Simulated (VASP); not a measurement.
# Ti (Im-3m) in VASP: a series of runs

Runs on Ti. Level: LDA. Tasks: relaxation of cell and atoms.

Everything below comes from runs of VASP 6.6.1. Logs are shortened: lines on timing, memory, paths and dates and some standing lists are left out, and cuts for length are marked.

### 1 The cell of the first run

The structure is cubic, space group Im-3m (No. 229). The conventional cell has a = 2.803 Å, b = 2.803 Å, c = 2.803 Å, α = 90.00°, β = 90.00°, γ = 90.00°. Ti (site symmetry m-3m) has 14 Ti at 2.43 to 2.80 Å within 3.2 Å.

### 2 Relaxation of cell and atoms, LDA, target pressure 75 GPa, at which the enthalpy is minimised

INCAR

```
SYSTEM = Ti
  ALGO = Normal
  EDIFF = 1E-6
  EDIFFG = -0.005
  ENCUT = 600
  IBRION = 2
  ISIF = 3
  ISMEAR = -1
  LASPH = .True.
  LCHARG = .False.
  LREAL = .False.
  LWAVE = .False.
  NELM = 100
  NSW = 32
  PREC = Accurate
  PSTRESS = 750.0
  SIGMA = 0.05
```

KPOINTS

```
k-points
0
Gamma
  19 19 19
  0 0 0
```

POSCAR

```
Ti
1.0
   -1.4012710979      1.4012710979      1.4012710979
    1.4012710979     -1.4012710979      1.4012710979
    1.4012710979      1.4012710979     -1.4012710979
Ti
1
Direct
    0.0000000000      0.0000000000      0.0000000000
```

Potentials or basis: VASP PAW LDA potentials, release 64 (Ti_sv).

Launch:

```sh
cat potpaw_LDA.64/Ti_sv/POTCAR > POTCAR
mpirun -np 1 vasp_std > vasp.out
```

OUTCAR:

```text
SYSTEM = Ti
   EDIFF = 1E-6
   EDIFFG = -0.005
   ENCUT = 600
   IBRION = 2
   ISIF = 3
   ISMEAR = -1
   LASPH = .True.
   LREAL = .False.
   NELM = 100
   NSW = 32
   PREC = Accurate
   PSTRESS = 750.0

 ion  position               nearest neighbor table
   1  0.000  0.000  0.000-

  LATTYP: Found a body centered cubic cell.
 ALAT       =     2.8025421958

  Lattice vectors:

 A1 = (  -1.4012710979,   1.4012710979,   1.4012710979)
 A2 = (   1.4012710979,  -1.4012710979,   1.4012710979)
 A3 = (   1.4012710979,   1.4012710979,  -1.4012710979)

Analysis of symmetry for initial positions (statically):
=====================================================================
 Subroutine PRICEL returns:
 Original cell was already a primitive cell.

 Routine SETGRP: Setting up the symmetry group for a
 body centered cubic supercell.

 Subroutine GETGRP returns: Found 48 space group operations
 (whereof 48 operations were pure point group operations)
 out of a pool of 48 trial point group operations.

The static configuration has the point symmetry O_h .

Analysis of symmetry for dynamics (positions and initial velocities):
=====================================================================
 Subroutine PRICEL returns:
 Original cell was already a primitive cell.

 Routine SETGRP: Setting up the symmetry group for a
 body centered cubic supercell.

 Subroutine GETGRP returns: Found 48 space group operations
 (whereof 48 operations were pure point group operations)
 out of a pool of 48 trial point group operations.

The dynamic configuration has the point symmetry O_h .

 Subroutine INISYM returns: Found 48 space group operations
 (whereof 48 operations are pure point group operations),
 and found     1 'primitive' translations

----------------------------------------------------------------------------------------

                                     Primitive cell

  volume of cell :      11.0059

  direct lattice vectors                    reciprocal lattice vectors
    -1.401271098  1.401271098  1.401271098     0.000000000  0.356818892  0.356818892
     1.401271098 -1.401271098  1.401271098     0.356818892  0.000000000  0.356818892
     1.401271098  1.401271098 -1.401271098     0.356818892  0.356818892  0.000000000

  length of vectors
     2.427072737  2.427072737  2.427072737     0.504618116  0.504618116  0.504618116

  position of ions in fractional coordinates (direct lattice)
     0.000000000  0.000000000  0.000000000

  ion indices of the primitive-cell ions
   primitive index   ion index
                 1           1

----------------------------------------------------------------------------------------

 KPOINTS: k-points

Automatic generation of k-mesh.
 Grid dimensions read from file:
 generate k-points for:   19   19   19

 Generating k-lattice:

  Cartesian coordinates                     Fractional coordinates (reciprocal lattice)
     0.000000000  0.018779942  0.018779942     0.052631579  0.000000000  0.000000000
     0.018779942  0.000000000  0.018779942     0.000000000  0.052631579  0.000000000
     0.018779942  0.018779942  0.000000000     0.000000000  0.000000000  0.052631579

  Length of vectors
     0.026558848  0.026558848  0.026558848

  Shift w.r.t. Gamma in fractional coordinates (k-lattice)
     0.000000000  0.000000000  0.000000000

 Subroutine IBZKPT returns following result:
 ===========================================

 Found    220 irreducible k-points:

 Following reciprocal coordinates:
            Coordinates               Weight
  0.000000  0.000000  0.000000      1.000000
  0.052632  0.000000  0.000000     12.000000
  0.105263  0.000000  0.000000     12.000000
  0.157895  0.000000  0.000000     12.000000
  0.210526  0.000000  0.000000     12.000000
  0.263158  0.000000  0.000000     12.000000
[... 16 lines left out ...]
  0.263158  0.105263  0.000000     48.000000
  0.315789  0.105263  0.000000     48.000000
 [... further k-points ...]
   k-points           NKPTS =    220   k-points in BZ     NKDIM =    220   number of bands    NBANDS=     10
   number of dos      NEDOS =    301   number of ions     NIONS =      1
   total plane-waves  NPLWV =   8000
   dimension x,y,z NGX =    20 NGY =   20 NGZ =   20
   dimension x,y,z NGXF=    40 NGYF=   40 NGZF=   40
   ions per type =               1
   NGX,Y,Z   is equivalent  to a cutoff of  13.70, 13.70, 13.70 a.u.
   NGXF,Y,Z  is equivalent  to a cutoff of  27.40, 27.40, 27.40 a.u.
 SYSTEM =  Ti
   PREC   = accura    normal or accurate (medium, high low for compatibility)
   ISTART =      0    job   : 0-new  1-cont  2-samecut
   ICHARG =      2    charge: 1-file 2-atom 10-const
   ISPIN  =      1    spin polarized calculation?
   LNONCOLLINEAR =      F non collinear calculations
   LSORBIT =      F    spin-orbit coupling
   LASPH  =      T    aspherical Exc in radial PAW
   ENCUT  =  600.0 eV  44.10 Ry    6.64 a.u.   4.85  4.85  4.85*2*pi/ulx,y,z
   NELM   =    100;   NELMIN=  2; NELMDL= -5     # of ELM steps
   EDIFF  = 0.1E-05   stopping-criterion for ELM
   LREAL  =      F    real-space projection
   EDIFFG = -.5E-02   stopping-criterion for IOM
   NSW    =     32    number of steps for IOM
   IBRION =      2    ionic relax: 0-MD 1-quasi-New 2-CG
   NFREE  =      1    steps in history (QN), initial steepest desc. (CG)
   ISIF   =      3    stress and relaxation
   ISYM   =      2    0-nonsym 1-usesym 2-fastsym
   POTIM  = 0.5000    time-step for ionic-motion
   TEBEG  =    0.0;   TEEND  =   0.0 temperature during run
   PSTRESS=  750.0 pullay stress
   NELECT =      12.0000    total number of electrons
   NUPDOWN=      -1.0000    fix difference up-down
   EMIN   =  10.00;   EMAX   =-10.00  energy-range for DOS
   EFERMI =   0.00;   METHOD = LEGACY
   ISMEAR =    -1;   SIGMA  =   0.05  broadening in eV -4-tet -1-fermi 0-gaus
   EFERMI_NEDOS =   21; number of points for ismear=-14 and -15
   IALGO  =     38    algorithm
   IMIX   =      4    mixing-type and parameters
     AMIX     =   0.40;   BMIX     =  1.00
     AMIX_MAG =   1.60;   BMIX_MAG =  1.00
  volume/ion in A,a.u.               =      11.01        74.27
  Fermi-wavevector in a.u.,A,eV,Ry     =   1.684974  3.184138 38.628788  2.839136
  Thomas-Fermi vector in A             =   2.767900
   LORBIT       =      0    0 simple, 1 ext, 2 COOP (PROOUT), +10 PAW based schemes
   GGA     = CA    functional components
   LHFCALC =     F    Hartree Fock is set to
   AEXX    =    0.0000 exact exchange contribution
   IVDW    =     0    specifies the selected vdW correction
   LEPSILON=     F    determine dielectric tensor
   LRPA    =     F    only Hartree local field effects (RPA)
 conjugate gradient relaxation of ions
 non-spin polarized calculation
  energy-cutoff  :      600.00
  volume of cell :       11.01
 maximum number of plane-waves:       378
   NGX =  9   NGY =  9   NGZ =  9

--------------------------------------- Ionic step        1  -------------------------------------------

 number of electron      12.0000000 magnetization

 Free energy of the ion-electron system (eV)
  ---------------------------------------------------
  ext. energy  EPLUGINS =         0.00000000
  ---------------------------------------------------
  free energy    TOTEN  =        -7.58782525 eV

  energy without entropy =       -7.58028058  energy(sigma->0) =       -7.58405292

------------------------ aborting loop because EDIFF is reached ----------------------------------------

  FORCE on cell =-STRESS in cart. coord.  units (eV):
  Direction    XX          YY          ZZ          XY          YZ          ZX
  --------------------------------------------------------------------------------------
  -------------------------------------------------------------------------------------
  Total        5.1179451      5.1179451      5.1179451      0.0000000      0.0000000     -0.0000000
  in kB      745.0402295    745.0402295    745.0402295      0.0000000      0.0000000     -0.0000000
  external PRESSURE =      -4.9597705 kB  Pullay stress =     750.0000000 kB
[... 96 lines left out ...]
  enthalpy is  TOTEN    =        -2.4358366034 eV   P V=        5.1439669581

--------------------------------------- Ionic step        4  -------------------------------------------

 number of electron      12.0000000 magnetization

 Free energy of the ion-electron system (eV)
  ---------------------------------------------------
  ext. energy  EPLUGINS =         0.00000000
  ---------------------------------------------------
  free energy    TOTEN  =        -7.58174304 eV

  energy without entropy =       -7.57420161  energy(sigma->0) =       -7.57797232

 E-fermi :  13.5935     XC(G=0): -14.1449

 val. band max:       13.5903841034   @ k =  -0.4211  -0.4211   0.1579
 cond. band min:      13.6177923274   @ k =  -0.4211   0.4211   0.1579
 fundamental gap:      0.0274082240
 Fermi energy:        13.5934703754

 k-point     1 :       0.0000    0.0000    0.0000
  band No.  band energies     occupation
      1     -41.9119      2.00000
      2     -16.8988      2.00000
      3     -16.8988      2.00000
      4     -16.8988      2.00000
      5       7.3339      2.00000
      6      14.7384      0.00000
      7      14.7384      0.00000
      8      14.7384      0.00000
      9      17.7575      0.00000
     10      17.7575      0.00000
[... 287 lines left out ...]
 k-point    24 :       0.3158    0.1053    0.0000
  band No.  band energies     occupation
      1     -41.2525      2.00000
      2     -19.1327      2.00000
      3     -17.6309      2.00000
      4     -17.0395      2.00000
      5      10.3970      2.00000
      6      12.6492      2.00000
      7      14.8667      0.00000
      8      17.5548      0.00000
      9      18.5849      0.00000
     10      20.2565      0.00000

 [... further k-points ...]
[... 5 lines left out ...]
  --------------------------------------------------------------------------------------
  -------------------------------------------------------------------------------------
  Total        5.1480154      5.1480154      5.1480154     -0.0000000     -0.0000000      0.0000000
  in kB      750.3071021    750.3071021    750.3071021     -0.0000000     -0.0000000      0.0000000
  external PRESSURE =       0.3071021 kB  Pullay stress =     750.0000000 kB
[... 16 lines left out ...]
  FREE ENERGIE OF THE ION-ELECTRON SYSTEM (eV)
  ---------------------------------------------------
  free  energy   TOTEN  =        -7.5817430388 eV

  energy  without entropy=       -7.5742016094  energy(sigma->0) =       -7.57797232

  enthalpy is  TOTEN    =        -2.4358347397 eV   P V=        5.1459082991

 reached required accuracy - stopping structural energy minimisation
```

It took 29 s on 1 thread of Intel Xeon 6975P-C (Granite Rapids), shared host; peak memory 0.15 GiB.

Results:

* Free energy: -7.5817 eV
* Relaxed volume: 10.99 Å³/atom
* Relaxed cell: a = 2.426 Å, b = 2.426 Å, c = 2.426 Å, α = 109.47°, β = 109.47°, γ = 109.47°
* Space group after relaxing (to 0.05 Å): Im-3m (No. 229)
* Energy change on relaxing (the enthalpy is what falls): +6.1 meV/atom
* Ionic steps: 4
* Pressure after relaxing: 75.0 GPa
* Band gap on the k mesh: zero (band 6 reaches 14.74 eV, above the bottom of band 7 at 12.51 eV)

The path:
```
step  energy change (eV)  largest force (eV/Å)  pressure (GPa)  volume (Å³)
   1              0.0000                0.0000           74.50        11.01
   2              0.0255                0.0000           76.07        10.95
   3              0.0080                0.0000           75.16        10.99
   4              0.0061                0.0000           75.03        10.99
```

Final structure:
```
CELL_PARAMETERS angstrom
-1.40072 1.40072 1.40072
1.40072 -1.40072 1.40072
1.40072 1.40072 -1.40072
ATOMIC_POSITIONS crystal
Ti 0.00000 0.00000 0.00000
```

Caveat: the cell is relaxed towards a set pressure, so the enthalpy falls and the energy may rise.

(Continued in part 2 of 2.)
